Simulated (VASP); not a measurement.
Ni, 1 atom in the cell. The structure is cubic, space group Im-3m (No. 229). The conventional cell has a = 2.888 Å, b = 2.888 Å, c = 2.888 Å, α = 90.00°, β = 90.00°, γ = 90.00°. Within 3.3 Å of Ni (site symmetry m-3m) lie 14 Ni at 2.50 to 2.89 Å.  This cell differs from its parent crystal: volume scaled by 1.08.

* Program: VASP 6.6.1
* Task: single point
* Functional: revPBE
* Potentials or basis: VASP PAW PBE potentials, release 64 (Ni)
* Cutoff: 520 eV
* k mesh: 18 × 18 × 18
* Occupations: fermi-dirac, width 0.1 eV
* Spin: no spin polarisation
* Dipole correction: no
* Further INCAR settings: ALGO = Normal; EDIFF = 1e-06; NBANDS = 11

Potentials or basis: VASP PAW PBE potentials, release 64 (Ni).

Run with:

```sh
$ cat potpaw_PBE.64/Ni/POTCAR > POTCAR
$ mpirun -np 1 vasp_std > vasp.out
```

Hardware: 1 thread of Intel Xeon 8259CL, with other jobs on the host.

Q: How long does it take, and how much memory?

A: It took 38 s on 1 thread of Intel Xeon 8259CL (shared host), peak memory 0.14 GiB. Counts: scf iterations 12, k points 195.
